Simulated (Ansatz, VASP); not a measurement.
PbO in VASP and in Ansatz

```
Pb O
1.0
     3.26183    0.00000    0.00000
     0.00000    3.26183    0.00000
     0.00000    0.00000    3.26183
Pb O
1 1
Direct
  0.00000 0.00000 0.00000
  0.50000 0.50000 0.50000
```

Alike in both runs: task single point; functional PBEsol; k mesh 6 × 6 × 6; occupations gaussian, width 0.1 eV; no spin polarisation.

|  | VASP | Ansatz |
| --- | --- | --- |
| version | VASP 6.6.1 | Ansatz 0.2.0 |
| potentials or method | VASP PAW PBE potentials, release 64 (Pb_d, O), cutoff 520 eV | scalar-relativistic, plane waves, PAW |
| valence electrons in the cell | 20 | 20 |

|  | VASP | Ansatz | Ansatz less VASP |
| --- | --- | --- | --- |
| gap on the k mesh at the Fermi level (eV) | 0.51 | 0.51 | +0.003 |
| least direct gap on the mesh (eV) | 0.70 | 0.70 | 0.000 |
| pressure (GPa) | -8.4 | -8.3 | +0.07 |

VASP's potentials were made for PBE, not for PBEsol.

Spin-orbit coupling is off throughout.
